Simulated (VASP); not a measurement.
# MgS (Niningerite) in VASP: notebook

Aim: see how the results for MgS (Niningerite) move with the level of theory and the settings. Levels: PBEsol, PBE+D3(BJ), LDA. Tasks: single point, relaxation of cell and atoms.

Everything below comes from runs of VASP 6.6.1. Logs are shortened: lines on timing, memory, paths and dates and some standing lists are left out, and cuts for length are marked.

## (1) The cell of the first run

Symmetry: Fm-3m, No. 225, cubic system. The conventional cell has a = 5.203 Å, b = 5.203 Å, c = 5.203 Å, α = 90.00°, β = 90.00°, γ = 90.00°. S (site symmetry m-3m) has 6 Mg at 2.60 Å within 3.4 Å. Within 3.4 Å of Mg (site symmetry m-3m) lie 6 S at 2.60 Å.

## (2) Single point, PBEsol

Contents of INCAR:

```
  PREC = Accurate
  ENCUT = 520
  EDIFF = 1E-6
  ISMEAR = 0
  SIGMA = 0.01
  LREAL = False
  LASPH = True
  NELM = 100
  ALGO = Normal
  ISIF = 2
  LWAVE = False
  LCHARG = False
  GGA = PS
  NBANDS = 11
```

Contents of KPOINTS:

```
Automatic mesh
0
Gamma
  9 9 9
```

Contents of POSCAR:

```
MgS
1.0
    0.0000000000      2.6016500000      2.6016500000
    2.6016500000      0.0000000000      2.6016500000
    2.6016500000      2.6016500000      0.0000000000
S Mg
1 1
Direct
    0.5000000000      0.5000000000      0.5000000000
    0.0000000000      0.0000000000      0.0000000000
```

Potentials or basis: VASP PAW PBE potentials, release 64 (S, Mg).

The run is started by

```console
$ cat potpaw_PBE.64/S/POTCAR potpaw_PBE.64/Mg/POTCAR > POTCAR
$ mpirun -np 1 vasp_std > vasp.out
```

OUTCAR:

```text
PREC = Accurate
   ENCUT = 520
   EDIFF = 1E-6
   ISMEAR = 0
   LREAL = False
   LASPH = True
   NELM = 100
   ISIF = 2
   GGA = PS

 ion  position               nearest neighbor table
   1  0.500  0.500  0.500-   2 2.60   2 2.60   2 2.60   2 2.60   2 2.60   2 2.60
   2  0.000  0.000  0.000-   1 2.60   1 2.60   1 2.60   1 2.60   1 2.60   1 2.60

  LATTYP: Found a face centered cubic cell.
 ALAT       =     5.2033000000

  Lattice vectors:

 A1 = (   0.0000000000,   2.6016500000,   2.6016500000)
 A2 = (   2.6016500000,   0.0000000000,   2.6016500000)
 A3 = (   2.6016500000,   2.6016500000,   0.0000000000)

Analysis of symmetry for initial positions (statically):
[... 33 lines left out ...]
                                     Primitive cell

  volume of cell :      35.2190

  direct lattice vectors                    reciprocal lattice vectors
     0.000000000  2.601650000  2.601650000    -0.192185728  0.192185728  0.192185728
     2.601650000  0.000000000  2.601650000     0.192185728 -0.192185728  0.192185728
     2.601650000  2.601650000  0.000000000     0.192185728  0.192185728 -0.192185728

  length of vectors
     3.679288715  3.679288715  3.679288715     0.332875446  0.332875446  0.332875446

  position of ions in fractional coordinates (direct lattice)
[... 8 lines left out ...]
----------------------------------------------------------------------------------------

 KPOINTS: Automatic mesh

Automatic generation of k-mesh.
 Grid dimensions read from file:
 generate k-points for:    9    9    9

 Generating k-lattice:

  Cartesian coordinates                     Fractional coordinates (reciprocal lattice)
    -0.021353970  0.021353970  0.021353970     0.111111111  0.000000000  0.000000000
     0.021353970 -0.021353970  0.021353970     0.000000000  0.111111111  0.000000000
     0.021353970  0.021353970 -0.021353970     0.000000000  0.000000000  0.111111111

  Length of vectors
     0.036986161  0.036986161  0.036986161

  Shift w.r.t. Gamma in fractional coordinates (k-lattice)
     0.000000000  0.000000000  0.000000000

 Subroutine IBZKPT returns following result:
 ===========================================

 Found     35 irreducible k-points:

 Following reciprocal coordinates:
            Coordinates               Weight
  0.000000  0.000000  0.000000      1.000000
  0.111111  0.000000  0.000000      8.000000
  0.222222  0.000000  0.000000      8.000000
  0.333333  0.000000  0.000000      8.000000
  0.444444  0.000000  0.000000      8.000000
  0.111111  0.111111  0.000000      6.000000
[... 16 lines left out ...]
 -0.333333  0.333333  0.000000     12.000000
  0.444444  0.444444  0.000000      6.000000
 [... further k-points ...]
   k-points           NKPTS =     35   k-points in BZ     NKDIM =     35   number of bands    NBANDS=     11
   number of dos      NEDOS =    301   number of ions     NIONS =      2
   total plane-waves  NPLWV =  21952
   dimension x,y,z NGX =    28 NGY =   28 NGZ =   28
   dimension x,y,z NGXF=    56 NGYF=   56 NGZF=   56
   ions per type =               1   1
   NGX,Y,Z   is equivalent  to a cutoff of  12.65, 12.65, 12.65 a.u.
   NGXF,Y,Z  is equivalent  to a cutoff of  25.30, 25.30, 25.30 a.u.
 SYSTEM =  unknown system
   PREC   = accura    normal or accurate (medium, high low for compatibility)
   ISTART =      0    job   : 0-new  1-cont  2-samecut
   ICHARG =      2    charge: 1-file 2-atom 10-const
   ISPIN  =      1    spin polarized calculation?
   LNONCOLLINEAR =      F non collinear calculations
   LSORBIT =      F    spin-orbit coupling
   LASPH  =      T    aspherical Exc in radial PAW
   ENCUT  =  520.0 eV  38.22 Ry    6.18 a.u.   6.84  6.84  6.84*2*pi/ulx,y,z
   NELM   =    100;   NELMIN=  2; NELMDL= -5     # of ELM steps
   EDIFF  = 0.1E-05   stopping-criterion for ELM
   LREAL  =      F    real-space projection
   EDIFFG = 0.1E-04   stopping-criterion for IOM
   NSW    =      0    number of steps for IOM
   IBRION =     -1    ionic relax: 0-MD 1-quasi-New 2-CG
[... 8 lines left out ...]
   EMIN   =  10.00;   EMAX   =-10.00  energy-range for DOS
   EFERMI =   0.00;   METHOD = LEGACY
   ISMEAR =     0;   SIGMA  =   0.01  broadening in eV -4-tet -1-fermi 0-gaus
   EFERMI_NEDOS =   21; number of points for ismear=-14 and -15
   IALGO  =     38    algorithm
   IMIX   =      4    mixing-type and parameters
     AMIX     =   0.40;   BMIX     =  1.00
     AMIX_MAG =   1.60;   BMIX_MAG =  1.00
  volume/ion in A,a.u.               =      17.61       118.83
  Fermi-wavevector in a.u.,A,eV,Ry     =   0.998878  1.887606 13.575323  0.997758
  Thomas-Fermi vector in A             =   2.131131
   LORBIT       =      0    0 simple, 1 ext, 2 COOP (PROOUT), +10 PAW based schemes
   GGA     = PS    functional components
   LHFCALC =     F    Hartree Fock is set to
   AEXX    =    0.0000 exact exchange contribution
   IVDW    =     0    specifies the selected vdW correction
   LEPSILON=     F    determine dielectric tensor
   LRPA    =     F    only Hartree local field effects (RPA)
 non-spin polarized calculation
 Gauss-broadening in eV      SIGMA  =   0.01
  energy-cutoff  :      520.00
  volume of cell :       35.22
 maximum number of plane-waves:       958
   NGX = 13   NGY = 13   NGZ = 13

 number of electron       8.0000000 magnetization

 Free energy of the ion-electron system (eV)
  ---------------------------------------------------
  ext. energy  EPLUGINS =         0.00000000
  ---------------------------------------------------
  free energy    TOTEN  =        -9.07352291 eV

  energy without entropy =       -9.07352291  energy(sigma->0) =       -9.07352291

 E-fermi :   3.7159     XC(G=0):  -9.8366

 val. band max:        3.6751567922   @ k =   0.0000   0.0000   0.0000
 cond. band min:       6.5092651922   @ k =   0.4444   0.4444   0.0000
 fundamental gap:      2.8341084000
 Fermi energy:         3.7158868166

 k-point     1 :       0.0000    0.0000    0.0000
  band No.  band energies     occupation
      1      -9.0080      2.00000
      2       3.6752      2.00000
      3       3.6752      2.00000
      4       3.6752      2.00000
      5       7.2683      0.00000
      6      11.5294      0.00000
      7      11.5294      0.00000
      8      11.5294      0.00000
      9      13.9866      0.00000
     10      13.9866      0.00000
     11      15.9716      0.00000
[... 309 lines left out ...]
 k-point    24 :       0.4444    0.4444    0.0000
  band No.  band energies     occupation
      1      -7.3714      2.00000
      2      -0.4884      2.00000
      3       2.0058      2.00000
      4       2.0058      2.00000
      5       6.5093      0.00000
      6       7.9811      0.00000
      7      15.1933      0.00000
      8      16.3764      0.00000
      9      16.5783      0.00000
     10      16.5783      0.00000
     11      19.9342      0.00000

 [... further k-points ...]
[... 5 lines left out ...]
  --------------------------------------------------------------------------------------
  -------------------------------------------------------------------------------------
  Total       -0.2515727     -0.2515727     -0.2515727      0.0000000      0.0000000      0.0000000
  in kB      -11.4445193    -11.4445193    -11.4445193      0.0000000      0.0000000      0.0000000
  external PRESSURE =     -11.4445193 kB  Pullay stress =       0.0000000 kB

 VOLUME and BASIS-vectors are now :
 -----------------------------------------------------------------------------
  energy-cutoff  :      520.00
  volume of cell :       35.22
      direct lattice vectors                 reciprocal lattice vectors
     0.000000000  2.601650000  2.601650000    -0.192185728  0.192185728  0.192185728
     2.601650000  0.000000000  2.601650000     0.192185728 -0.192185728  0.192185728
     2.601650000  2.601650000  0.000000000     0.192185728  0.192185728 -0.192185728

 POSITION                                       TOTAL-FORCE (eV/Angst)
 -----------------------------------------------------------------------------------
      2.60165      2.60165      2.60165        -0.000000      0.000000     -0.000000
      0.00000      0.00000      0.00000         0.000000     -0.000000      0.000000
 -----------------------------------------------------------------------------------
    total drift:                                0.000000      0.000000      0.000000

  FREE ENERGIE OF THE ION-ELECTRON SYSTEM (eV)
  ---------------------------------------------------
  free  energy   TOTEN  =        -9.0735229091 eV

  energy  without entropy=       -9.0735229091  energy(sigma->0) =       -9.07352291
```

OSZICAR:

```text
N       E                     dE             d eps       ncg     rms          rms(c)
DAV:   1     0.221208813545E+02    0.22121E+02   -0.36330E+03   802   0.600E+02
DAV:   2    -0.801730603231E+01   -0.30138E+02   -0.28172E+02  1012   0.972E+01
DAV:   3    -0.943586685120E+01   -0.14186E+01   -0.14162E+01   964   0.231E+01
DAV:   4    -0.944401747438E+01   -0.81506E-02   -0.81500E-02   905   0.213E+00
DAV:   5    -0.944409074254E+01   -0.73268E-04   -0.73267E-04   947   0.196E-01    0.411E+00
DAV:   6    -0.911733444872E+01    0.32676E+00   -0.69323E-01   869   0.323E+00    0.310E+00
DAV:   7    -0.907642250995E+01    0.40912E-01   -0.18251E-01   926   0.180E+00    0.191E+00
DAV:   8    -0.907373506009E+01    0.26874E-02   -0.10343E-02   836   0.583E-01    0.719E-01
DAV:   9    -0.907353246127E+01    0.20260E-03   -0.47027E-04   875   0.121E-01    0.315E-01
DAV:  10    -0.907352200346E+01    0.10458E-04   -0.12878E-04   893   0.506E-02    0.199E-02
DAV:  11    -0.907352308655E+01   -0.10831E-05   -0.15652E-06   913   0.801E-03    0.174E-02
DAV:  12    -0.907352290906E+01    0.17749E-06   -0.12966E-07   475   0.197E-03
   1 F= -.90735229E+01 E0= -.90735229E+01  d E =-.144913E-11
```

It took 11 s on 1 thread of Intel Xeon 6975P-C, shared host; peak memory 0.16 GiB.

What came out:

| Property | Result |
| --- | --- |
| Free energy | -9.0735 eV |
| Pressure | -1.1 GPa |
| Band gap on the k mesh | 2.83 eV, indirect (least direct gap 3.59 eV) |

Caveat: the PAW data sets were made with another functional, which shifts forces and pressure a little.

## (3) Single point, PBE+D3(BJ)

Contents of INCAR:

```
SYSTEM = MgS
PREC = Accurate
ENCUT = 520
EDIFF = 1E-6
ISMEAR = 0
SIGMA = 0.01
LREAL = .FALSE.
LASPH = .TRUE.
NELM = 80
ALGO = Normal
ISIF = 2
LWAVE = .FALSE.
LCHARG = .FALSE.
GGA = PE
IVDW = 12
NBANDS = 11
```

Contents of KPOINTS:

```
regular mesh
0
G
  5 5 5
  0 0 0
```

Contents of POSCAR:

```
MgS
1.0
   -0.0004880000      2.5626810000      2.6611980000
    2.5727250000      0.0157040000      2.6450060000
    2.6001520000      2.5739160000     -0.0117230000
S Mg
1 1
Direct
    0.5000000000      0.5000000000      0.5000000000
    0.0000000000      0.0000000000      0.0000000000
```

Potentials or basis: VASP PAW PBE potentials, release 64 (S, Mg).

The run is started by

```console
$ cat potpaw_PBE.64/S/POTCAR potpaw_PBE.64/Mg/POTCAR > POTCAR
$ mpirun -np 1 vasp_std > vasp.out
```

OUTCAR:

```text
SYSTEM = MgS
   PREC = Accurate
   ENCUT = 520
   EDIFF = 1E-6
   ISMEAR = 0
   LREAL = .FALSE.
   LASPH = .TRUE.
   NELM = 80
   ISIF = 2
   GGA = PE
   IVDW = 12
 IVDW          = 12

 ion  position               nearest neighbor table
   1  0.500  0.500  0.500-   2 2.56   2 2.56   2 2.59   2 2.59   2 2.66   2 2.66
   2  0.000  0.000  0.000-   1 2.56   1 2.56   1 2.59   1 2.59   1 2.66   1 2.66

  LATTYP: Found a triclinic cell.
 ALAT       =     3.7293379181
 B/A-ratio  =     1.3872463596
 C/A-ratio  =     0.9906576441
 COS(alpha) =     0.0004068262
 COS(beta)  =     0.5142716589
 COS(gamma) =     0.7012096713

[... 526 lines left out ...]

 Edisp (eV)   -0.71088

 E8    (eV) :    -0.2862

  FORCE on cell =-STRESS in cart. coord.  units (eV):
  Direction    XX          YY          ZZ          XY          YZ          ZX
  --------------------------------------------------------------------------------------
  -------------------------------------------------------------------------------------
  Total      -0.36169    -0.10495    -0.95738    -0.13427    -0.01830     0.12303
  in kB     -16.45415    -4.77423   -43.55310    -6.10806    -0.83268     5.59683
  external pressure =      -21.59 kB  Pullay stress =        0.00 kB

 VOLUME and BASIS-vectors are now :
 -----------------------------------------------------------------------------
  energy-cutoff  :      520.00
  volume of cell :       35.22
      direct lattice vectors                 reciprocal lattice vectors
    -0.000488000  2.562681000  2.661198000    -0.193310797  0.196132297  0.186863643
     2.572725000  0.015704000  2.645006000     0.195341948 -0.196471202  0.189233700
     2.600152000  2.573916000 -0.011723000     0.191275184  0.194435589 -0.187202548

 POSITION                                       TOTAL-FORCE (eV/Angst)
 -----------------------------------------------------------------------------------
      2.58619      2.57615      2.64724         0.000000      0.000000     -0.000000
      0.00000      0.00000      0.00000         0.000000      0.000000      0.000000
 -----------------------------------------------------------------------------------
    total drift:                                0.000000      0.000000      0.000000

  FREE ENERGIE OF THE ION-ELECTRON SYSTEM (eV)
  ---------------------------------------------------
  free  energy   TOTEN  =        -9.1917723935 eV

  energy  without entropy=       -9.1917723935  energy(sigma->0) =       -9.19177239
```

stdout:

```text
POSCAR found type information on POSCAR S Mg
 POSCAR found :  2 types and       2 ions
 scaLAPACK will be used
 LDA part: xc-table for (Slater+PW92), standard interpolation
 POSCAR, INCAR and KPOINTS ok, starting setup
 FFT: planning ... GRIDC
 FFT: planning ... GRID_SOFT
 FFT: planning ... GRID
 WAVECAR not read
 entering main loop
```

Run time: 18 s. Hardware: 1 thread of Intel Xeon 6975P-C, shared host; peak memory 0.18 GiB.

What came out:

| Property | Result |
| --- | --- |
| Free energy | -9.1918 eV |
| Pressure | -2.2 GPa |
| Band gap on the k mesh | 3.03 eV, indirect (least direct gap 3.60 eV) |
| Dispersion energy per atom | -0.355 eV |

Levels at points of the mesh, in eV from the valence-band top:
| k point | band 1 | band 2 | band 3 | band 4 | band 5 | band 6 | band 7 | band 8 |
| --- | --- | --- | --- | --- | --- | --- | --- | --- |
| (0.00, 0.00, 0.00) | -12.78 | -0.21 | -0.11 | 0.00 | 3.60 | 7.60 | 7.88 | 8.08 |

Caveat: the k points lie up to 0.42 Å⁻¹ apart; three body term missing. A hybrid or GW would open this gap; PBE tends to underestimate it.

[end of part 1 of 2]
